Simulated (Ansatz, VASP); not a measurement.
**One calculation of Si3C2, two programs**

```xyz
5
Lattice="2.5969 0.0000 0.0000 -1.2985 2.2490 0.0000 0.0000 0.0000 12.1934" Properties=species:S:1:pos:R:3 pbc="T T T"
Si    0.0000    0.0000    8.5354
Si    0.0000    0.0000    3.6580
Si    0.0000    0.0000    6.0967
C     0.0000    0.0000   10.9741
C     0.0000    0.0000    1.2193
```

Alike in both runs: task relaxation of cell and atoms; functional PBE; k mesh 6 × 6 × 2; occupations gaussian, width 0.1 eV; no spin polarisation.

|  | VASP | Ansatz |
| --- | --- | --- |
| version | VASP 6.6.1 | Ansatz 0.2.0 |
| potentials or method | VASP PAW PBE potentials, release 64 (Si, C), cutoff 600 eV | scalar-relativistic, plane waves, PAW |
| valence electrons in the cell | 20 | 20 |

Ansatz gave:

- gap on the k mesh at the Fermi level, each at its own relaxed structure (eV): none
- relaxed volume (Å³/atom): 13.47
- relaxed cell length with the largest relative difference (Å): 10.227

Question: What did VASP give for the same quantities?

Answer: gap on the k mesh at the Fermi level, each at its own relaxed structure (eV): none; relaxed volume (Å³/atom): 13.42; relaxed cell length with the largest relative difference (Å): 10.207.

A gap of «none» marks a metal or a gap that the smearing closes.

The k mesh is coarse, so the values compare programs but aren't converged.
